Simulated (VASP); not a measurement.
A run of VASP 6.6.1:

The input INCAR:

```
ALGO = Normal
EDIFF = 1E-6
ENCUT = 520
GGA = PE
ISIF = 2
ISMEAR = 0
IVDW = 12
LASPH = T
LCHARG = T
LELF = T
LREAL = F
LVHAR = T
LWAVE = F
NBANDS = 20
NELM = 100
PREC = Accurate
SIGMA = 0.05
```

KPOINTS

```
k-points
0
Gamma
  9 9 4
```

Contents of POSCAR:

```
WSe2
1.0
    3.4811349493      0.0000000000      0.0000000000
   -1.7405674746      2.7307828265      0.0000000000
    0.0000000000      0.0000000000      6.8423881836
W Se
1 2
Direct
    0.0000000000      0.0000000000      0.0000000000
    0.3333333333      0.6666666667      0.2405528385
    0.3333333333      0.6666666667      0.7594471615
```

Potentials or basis: VASP PAW PBE potentials, release 64 (W_sv, Se).

Run with:

```console
$ cat potpaw_PBE.64/W_sv/POTCAR potpaw_PBE.64/Se/POTCAR > POTCAR
$ mpirun -np 1 vasp_std > vasp.out
```

Hardware: 1 thread of AMD EPYC 9R45 96-Core Processor (Zen 5), with other jobs on the host.

**Question.** How long does it take, and how much memory?

**Answer.** It took 37 s on 1 thread of AMD EPYC 9R45 96-Core Processor (Zen 5), with other jobs on the host, peak memory 0.22 GiB. Counts: scf iterations 14, k points 75.
